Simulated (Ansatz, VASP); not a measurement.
BN in VASP and in Ansatz

The input INCAR:

```
SYSTEM = BN
  ALGO = Normal
  EDIFF = 1E-6
  ENCUT = 520
  GGA = PE
  ISIF = 2
  ISMEAR = 0
  IVDW = 12
  LASPH = .True.
  LCHARG = .False.
  LREAL = .False.
  LWAVE = .False.
  NBANDS = 16
  NELM = 80
  PREC = Accurate
  SIGMA = 0.05
```

Contents of KPOINTS:

```
k-points
0
Gamma
  12 12 4
  0 0 0
```

The input POSCAR:

```
BN
1.0
    2.5064381059      0.0000000000      0.0000000000
   -1.2532190530      2.1706390727      0.0000000000
    0.0000000000      0.0000000000      6.0874991034
B N
2 2
Direct
    0.3333333333      0.6666666667      0.2500000000
    0.6666666667      0.3333333333      0.7500000000
    0.3333333333      0.6666666667      0.7500000000
    0.6666666667      0.3333333333      0.2500000000
```

Input for Ansatz:

```yaml
crystal:
  lattice:
    - [2.5064381059, 0.0, 0.0]
    - [-1.253219053, 2.1706390727, 0.0]
    - [0.0, 0.0, 6.0874991034]
  atoms:
    - { symbol: B, position: [0.3333333333, 0.6666666667, 0.25] }
    - { symbol: B, position: [0.6666666667, 0.3333333333, 0.75] }
    - { symbol: "N", position: [0.3333333333, 0.6666666667, 0.75] }
    - { symbol: "N", position: [0.6666666667, 0.3333333333, 0.25] }
basis:
  ecutwfc: 420
kpoints:
  mp_grid: { grid: [12, 12, 4] }
hamiltonian:
  xc: pbe
  dispersion: d3bj
scf:
  occupations: { method: gaussian, width: 0.05 }
output:
  forces: true
  stress: true
  eigenvalues: true
```

Change from the starting cell: strain +0.000 along x and y, -0.080 along z, atoms carried along.

Alike in both runs: task single point; functional PBE; dispersion D3(BJ); k mesh 12 × 12 × 4; occupations gaussian, width 0.05 eV; no spin polarisation.

|  | VASP | Ansatz |
| --- | --- | --- |
| version | VASP 6.6.1 | Ansatz 0.2.0 |
| potentials or method | VASP PAW PBE potentials, release 64 (B, N), cutoff 520 eV | scalar-relativistic, plane waves, PAW |
| valence electrons in the cell | 16 | 16 |

```csv
,VASP,Ansatz,Ansatz less VASP
gap on the k mesh at the Fermi level (eV),4.10,4.10,+0.007
least direct gap on the mesh (eV),4.40,4.41,+0.007
pressure (GPa),1.3,1.2,-0.08
"traceless stress, the component that is largest in VASP (GPa)",2.38,2.61,+0.230
```
